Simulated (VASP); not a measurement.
Wanted: the native input for a VASP 6.6.1 run.

- Task: single point
- Functional: LDA
- Potentials or basis: VASP PAW LDA potentials, release 64 (Mg)
- Cutoff: 520 eV
- k mesh: 13 × 13 × 1
- Occupations: fermi-dirac, width 0.1 eV
- Spin: no spin polarisation
- Dipole correction: yes
- Further INCAR settings: ALGO = Normal; EDIFF = 1e-06; NBANDS = 7

The structure of Mg lies in POSCAR:

```
Mg
1.0
    3.1367078615      0.0000000000      0.0000000000
   -1.5683539307      2.7164686923      0.0000000000
    0.0000000000      0.0000000000     16.0000000000
Mg
1
Direct
    0.0000000000      0.0000000000      0.5000000000
```

The input as run:

INCAR

```
PREC = Accurate
ENCUT = 520
EDIFF = 1E-6
ISMEAR = -1
SIGMA = 0.1
LREAL = False
LASPH = True
NELM = 80
ALGO = Normal
ISIF = 2
LWAVE = False
LCHARG = True
LDIPOL = True
IDIPOL = 3
DIPOL = 0.5 0.5 0.500
GGA = CA
LELF = True
LVHAR = True
LVACPOTAV = True
NBANDS = 7
```

KPOINTS

```
regular mesh
0
Gamma
  13 13 1
```

Potentials or basis: VASP PAW LDA potentials, release 64 (Mg).

Command:

```bash
$ cat potpaw_LDA.64/Mg/POTCAR > POTCAR
$ mpirun -np 1 vasp_std > vasp.out
```

Results of the run:

| Item | Value |
| --- | --- |
| Band gap on the k mesh | zero (bands 1 and 2 overlap by 1.04 eV) |

Run time: 38 s on 1 thread of Intel Xeon 8259CL (shared host), peak memory 0.19 GiB.
